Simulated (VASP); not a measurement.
# PbSe (Fm-3m) in VASP: settings compared

The runs below take PbSe through single point, relaxation of cell and atoms, with PBE, r2SCAN.

Program: VASP 6.6.1. These are calculated values, not measurements. Logs are shortened: lines on timing, memory, paths and dates and some standing lists are left out, and cuts for length are marked.

### Step 1. The cell of the first run

The structure is cubic, space group Fm-3m (No. 225). Conventional cell: a = 6.217 Å, b = 6.217 Å, c = 6.217 Å, α = 90.00°, β = 90.00°, γ = 90.00°. Within 4.1 Å of Pb (site symmetry m-3m) lie 6 Se at 3.11 Å. Within 4.1 Å of Se (site symmetry m-3m) lie 6 Pb at 3.11 Å.

### Step 2. Single point, PBE

File INCAR:

```
SYSTEM = PbSe
ALGO = Normal ; EDIFF = 1E-6
ENCUT = 520 ; GGA = PE
ISIF = 2 ; ISMEAR = -1
LASPH = .True. ; LCHARG = .False.
LREAL = .False. ; LWAVE = .False.
NBANDS = 17 ; NELM = 60
PREC = Accurate ; SIGMA = 0.02
```

File KPOINTS:

```
k-points
0
Gamma
  8 8 8
  0 0 0
```

File POSCAR:

```
PbSe
1.0
    0.0000000000      3.1086758752      3.1086758752
    3.1086758752      0.0000000000      3.1086758752
    3.1086758752      3.1086758752      0.0000000000
Pb Se
1 1
Direct
    0.0000000000      0.0000000000      0.0000000000
    0.5000000000      0.5000000000      0.5000000000
```

Potentials or basis: VASP PAW PBE potentials, release 64 (Pb_d, Se).

On the command line:

```
cat potpaw_PBE.64/Pb_d/POTCAR potpaw_PBE.64/Se/POTCAR > POTCAR
mpirun -np 1 vasp_std > vasp.out
```

OUTCAR:

```text
SYSTEM = PbSe
   EDIFF = 1E-6
   ENCUT = 520
   GGA = PE
   ISIF = 2
   ISMEAR = -1
   LASPH = .True.
   LREAL = .False.
   NELM = 60
   PREC = Accurate

 ion  position               nearest neighbor table
   1  0.000  0.000  0.000-   2 3.11   2 3.11   2 3.11   2 3.11   2 3.11   2 3.11
   2  0.500  0.500  0.500-   1 3.11   1 3.11   1 3.11   1 3.11   1 3.11   1 3.11

  LATTYP: Found a face centered cubic cell.
 ALAT       =     6.2173517504

  Lattice vectors:

 A1 = (   0.0000000000,   3.1086758752,   3.1086758752)
 A2 = (   3.1086758752,   0.0000000000,   3.1086758752)
 A3 = (   3.1086758752,   3.1086758752,   0.0000000000)

Analysis of symmetry for initial positions (statically):
=====================================================================
 Subroutine PRICEL returns:
 Original cell was already a primitive cell.

 Routine SETGRP: Setting up the symmetry group for a
 face centered cubic supercell.

 Subroutine GETGRP returns: Found 48 space group operations
 (whereof 48 operations were pure point group operations)
 out of a pool of 48 trial point group operations.

The static configuration has the point symmetry O_h .

Analysis of symmetry for dynamics (positions and initial velocities):
=====================================================================
 Subroutine PRICEL returns:
 Original cell was already a primitive cell.

 Routine SETGRP: Setting up the symmetry group for a
 face centered cubic supercell.

 Subroutine GETGRP returns: Found 48 space group operations
 (whereof 48 operations were pure point group operations)
 out of a pool of 48 trial point group operations.

The dynamic configuration has the point symmetry O_h .

 Subroutine INISYM returns: Found 48 space group operations
 (whereof 48 operations are pure point group operations),
 and found     1 'primitive' translations

----------------------------------------------------------------------------------------

                                     Primitive cell

  volume of cell :      60.0837

  direct lattice vectors                    reciprocal lattice vectors
     0.000000000  3.108675875  3.108675875    -0.160840184  0.160840184  0.160840184
     3.108675875  0.000000000  3.108675875     0.160840184 -0.160840184  0.160840184
     3.108675875  3.108675875  0.000000000     0.160840184  0.160840184 -0.160840184

  length of vectors
     4.396331584  4.396331584  4.396331584     0.278583371  0.278583371  0.278583371

  position of ions in fractional coordinates (direct lattice)
     0.000000000  0.000000000  0.000000000
[... 73 lines left out ...]
   LNONCOLLINEAR =      F non collinear calculations
   LSORBIT =      F    spin-orbit coupling
   LASPH  =      T    aspherical Exc in radial PAW
   ENCUT  =  520.0 eV  38.22 Ry    6.18 a.u.   8.17  8.17  8.17*2*pi/ulx,y,z
   NELM   =     60;   NELMIN=  2; NELMDL= -5     # of ELM steps
   EDIFF  = 0.1E-05   stopping-criterion for ELM
   LREAL  =      F    real-space projection
   EDIFFG = 0.1E-04   stopping-criterion for IOM
   NSW    =      0    number of steps for IOM
   IBRION =     -1    ionic relax: 0-MD 1-quasi-New 2-CG
   NFREE  =      0    steps in history (QN), initial steepest desc. (CG)
   ISIF   =      2    stress and relaxation
   ISYM   =      2    0-nonsym 1-usesym 2-fastsym
   POTIM  = 0.5000    time-step for ionic-motion
   TEBEG  =    0.0;   TEEND  =   0.0 temperature during run
   PSTRESS=    0.0 pullay stress
   NELECT =      20.0000    total number of electrons
   NUPDOWN=      -1.0000    fix difference up-down
   EMIN   =  10.00;   EMAX   =-10.00  energy-range for DOS
   EFERMI =   0.00;   METHOD = LEGACY
   ISMEAR =    -1;   SIGMA  =   0.02  broadening in eV -4-tet -1-fermi 0-gaus
   EFERMI_NEDOS =   21; number of points for ismear=-14 and -15
   IALGO  =     38    algorithm
   IMIX   =      4    mixing-type and parameters
     AMIX     =   0.40;   BMIX     =  1.00
     AMIX_MAG =   1.60;   BMIX_MAG =  1.00
  volume/ion in A,a.u.               =      30.04       202.73
  Fermi-wavevector in a.u.,A,eV,Ry     =   1.134574  2.144033 17.514202  1.287258
  Thomas-Fermi vector in A             =   2.271278
   LORBIT       =      0    0 simple, 1 ext, 2 COOP (PROOUT), +10 PAW based schemes
   GGA     = PE    functional components
   LHFCALC =     F    Hartree Fock is set to
   AEXX    =    0.0000 exact exchange contribution
   IVDW    =     0    specifies the selected vdW correction
   LEPSILON=     F    determine dielectric tensor
   LRPA    =     F    only Hartree local field effects (RPA)
 non-spin polarized calculation
  energy-cutoff  :      520.00
  volume of cell :       60.08
 maximum number of plane-waves:      1639
 NGX is ok and might be reduce to    36
   NGX = 17   NGY = 17   NGZ = 17

 number of electron      20.0000002 magnetization

 Free energy of the ion-electron system (eV)
  ---------------------------------------------------
  ext. energy  EPLUGINS =         0.00000000
  ---------------------------------------------------
  free energy    TOTEN  =        -8.19875869 eV

  energy without entropy =       -8.19875856  energy(sigma->0) =       -8.19875862

 E-fermi :   4.6884     XC(G=0):  -9.3163

 val. band max:        4.4696672773   @ k =   0.5000   0.0000   0.0000
 cond. band min:       4.9070918210   @ k =   0.5000   0.0000   0.0000
 fundamental gap:      0.4374245438
 Fermi energy:         4.6883760631

 k-point     1 :       0.0000    0.0000    0.0000
  band No.  band energies     occupation
      1     -12.2640      2.00000
      2     -12.2640      2.00000
      3     -12.2640      2.00000
      4     -12.2578      2.00000
      5     -12.2578      2.00000
      6      -8.7060      2.00000
[... 457 lines left out ...]
      4     -12.2464      2.00000
      5     -12.2341      2.00000
      6      -7.5852      2.00000
[... 9 lines left out ...]
     16      15.3244      0.00000
     17      15.3577      0.00000

 [... further k-points ...]
[... 5 lines left out ...]
  --------------------------------------------------------------------------------------
  -------------------------------------------------------------------------------------
  Total       -0.0072856     -0.0072856     -0.0072856      0.0000000     -0.0000000      0.0000000
  in kB       -0.1942751     -0.1942751     -0.1942751      0.0000000     -0.0000000      0.0000000
  external PRESSURE =      -0.1942751 kB  Pullay stress =       0.0000000 kB

 VOLUME and BASIS-vectors are now :
 -----------------------------------------------------------------------------
  energy-cutoff  :      520.00
  volume of cell :       60.08
      direct lattice vectors                 reciprocal lattice vectors
     0.000000000  3.108675875  3.108675875    -0.160840184  0.160840184  0.160840184
     3.108675875  0.000000000  3.108675875     0.160840184 -0.160840184  0.160840184
     3.108675875  3.108675875  0.000000000     0.160840184  0.160840184 -0.160840184

 POSITION                                       TOTAL-FORCE (eV/Angst)
 -----------------------------------------------------------------------------------
      0.00000      0.00000      0.00000         0.000000      0.000000     -0.000000
      3.10868      3.10868      3.10868         0.000000      0.000000      0.000000
 -----------------------------------------------------------------------------------
    total drift:                                0.000000      0.000000      0.000000

  FREE ENERGIE OF THE ION-ELECTRON SYSTEM (eV)
  ---------------------------------------------------
  free  energy   TOTEN  =        -8.1987586887 eV

  energy  without entropy=       -8.1987585559  energy(sigma->0) =       -8.19875862
```

It took 28 s on 1 thread of Intel Xeon 6975P-C, shared host; peak memory 0.21 GiB.

What came out:

| Quantity | Value |
| --- | --- |
| Free energy | -8.1988 eV |
| Pressure | 0.0 GPa |
| Band gap on the k mesh | 0.44 eV, direct |

Caveat: spin-orbit coupling is left out, which moves the levels of the heavy elements. A k mesh can miss the band edges.

### Step 3. Single point, r2SCAN

This run uses another cell than the first one, of 29.47 Å³/atom, 0.981 times its volume.

File POSCAR:

```
PbSe
1.0
    0.0000000000      3.0887022193      3.0887022193
    3.0887022193      0.0000000000      3.0887022193
    3.0887022193      3.0887022193      0.0000000000
Pb Se
1 1
Direct
    0.0000000000      0.0000000000      0.0000000000
    0.5000000000      0.5000000000      0.5000000000
```

File INCAR.step1:

```
  PREC = Accurate
  ENCUT = 520
  ISMEAR = 0
  SIGMA = 0.01
  LREAL = F
  LASPH = T
  NELM = 80
  NBANDS = 17
  GGA = PE
  ALGO = Normal
  EDIFF = 1E-4
  LWAVE = T
  LCHARG = F
```

File INCAR.step2:

```
  PREC = Accurate
  ENCUT = 520
  EDIFF = 1E-6
  ISMEAR = 0
  SIGMA = 0.01
  LREAL = F
  LASPH = T
  NELM = 80
  ALGO = Normal
  ISIF = 2
  LWAVE = F
  LCHARG = T
  METAGGA = R2SCAN
  LMIXTAU = T
  LELF = T
  LVHAR = T
  NBANDS = 17
  ISTART = 1
```

File KPOINTS:

```
regular mesh
0
Gamma
  8 8 8
```

Potentials or basis: VASP PAW PBE potentials, release 64 (Pb_d, Se).

On the command line:

```
cat potpaw_PBE.64/Pb_d/POTCAR potpaw_PBE.64/Se/POTCAR > POTCAR
cp INCAR.step1 INCAR
mpirun -np 1 vasp_std > vasp.out
cp INCAR.step2 INCAR
mpirun -np 1 vasp_std > vasp.out
```

OUTCAR:

```text
PREC = Accurate
   ENCUT = 520
   EDIFF = 1E-6
   ISMEAR = 0
   LREAL = F
   LASPH = T
   NELM = 80
   ISIF = 2
   METAGGA = R2SCAN
   ISTART = 1

 ion  position               nearest neighbor table
   1  0.000  0.000  0.000-   2 3.09   2 3.09   2 3.09   2 3.09   2 3.09   2 3.09
   2  0.500  0.500  0.500-   1 3.09   1 3.09   1 3.09   1 3.09   1 3.09   1 3.09

  LATTYP: Found a face centered cubic cell.
 ALAT       =     6.1774044386

  Lattice vectors:

[... 664 lines left out ...]

 [... further k-points ...]

------------------------ aborting loop because EDIFF is reached ----------------------------------------

  FORCE on cell =-STRESS in cart. coord.  units (eV):
  Direction    XX          YY          ZZ          XY          YZ          ZX
  --------------------------------------------------------------------------------------
  -------------------------------------------------------------------------------------
  Total        0.0081775      0.0081775      0.0081775      0.0000000      0.0000000      0.0000000
  in kB        0.2223173      0.2223173      0.2223173      0.0000000      0.0000000      0.0000000
  external PRESSURE =       0.2223173 kB  Pullay stress =       0.0000000 kB

 VOLUME and BASIS-vectors are now :
 -----------------------------------------------------------------------------
  energy-cutoff  :      520.00
  volume of cell :       58.93
      direct lattice vectors                 reciprocal lattice vectors
     0.000000000  3.088702219  3.088702219    -0.161880286  0.161880286  0.161880286
     3.088702219  0.000000000  3.088702219     0.161880286 -0.161880286  0.161880286
     3.088702219  3.088702219  0.000000000     0.161880286  0.161880286 -0.161880286

 POSITION                                       TOTAL-FORCE (eV/Angst)
 -----------------------------------------------------------------------------------
      0.00000      0.00000      0.00000         0.000000     -0.000000      0.000000
      3.08870      3.08870      3.08870        -0.000000      0.000000     -0.000000
 -----------------------------------------------------------------------------------
    total drift:                                0.000000     -0.000000     -0.000000

  FREE ENERGIE OF THE ION-ELECTRON SYSTEM (eV)
  ---------------------------------------------------
  free  energy   TOTEN  =       -71.9393713335 eV

  energy  without entropy=      -71.9393713335  energy(sigma->0) =      -71.93937133
```

Run time: 56 s. Hardware: 1 thread of Intel Xeon 6975P-C, shared host; peak memory 0.2 GiB.

What came out:

```
Free energy            : -71.9394 eV
Pressure               : 0.0 GPa
Band gap on the k mesh : 0.67 eV, direct
```

Levels at points of the mesh, in eV from the valence-band top:
```
           k point  band 6  band 7  band 8  band 9  band 10  band 11  band 12  band 13  band 14  band 15
(0.00, 0.00, 0.00)  -13.89   -6.38   -1.88   -1.88    -1.88     5.00     5.00     5.00     7.04     7.04
(0.50, 0.00, 0.00)  -12.85   -8.89   -1.48   -1.48     0.00     0.67     2.00     2.00     9.07    10.63
(0.50, 0.50, 0.00)  -12.50   -7.48   -4.90   -3.19    -3.19     4.16     5.91     5.91     6.37    11.79
```

Caveat: the PAW data sets were made with another functional, which shifts forces and pressure a little; spin-orbit coupling is left out, which moves the levels of the heavy elements. A k mesh can miss the band edges.

(Part 1 of 2 ends here.)
